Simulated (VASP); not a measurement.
A run of VASP 6.6.1 is set up as follows.

File INCAR:

```
SYSTEM = BiSb
PREC = Accurate ; ENCUT = 520
EDIFF = 1E-8 ; ISMEAR = -1
SIGMA = 0.15 ; LREAL = .False.
LASPH = .True. ; NELM = 60
ALGO = Normal ; ISIF = 2
LWAVE = .False. ; LCHARG = .False.
GGA = CA ; IBRION = 8
NSW = 1
```

KPOINTS

```
regular mesh
0
Gamma
  12 12 12
  0 0 0
```

File POSCAR:

```
BiSb
1.0
    3.6530000000      0.0000000000      0.0000000000
    0.0000000000      3.6530000000      0.0000000000
    0.0000000000      0.0000000000      3.6530000000
Sb Bi
1 1
Direct
    0.0000000000      0.0000000000      0.0000000000
    0.5000000000      0.5000000000      0.5000000000
```

Potentials or basis: VASP PAW LDA potentials, release 64 (Sb, Bi_d).

The run is started by

```console
$ cat potpaw_LDA.64/Sb/POTCAR potpaw_LDA.64/Bi_d/POTCAR > POTCAR
$ mpirun -np 1 vasp_std > vasp.out
```

Predict the highest phonon frequency at Γ.

101 cm⁻¹.

Phonon frequencies in cm⁻¹ (negative: imaginary):
| q point | frequencies |
| --- | --- |
| (0.000, 0.000, 0.000) | 0 0 0 101 101 101 |

Caveat: the cell stands under pressure or tension, which shifts response properties.
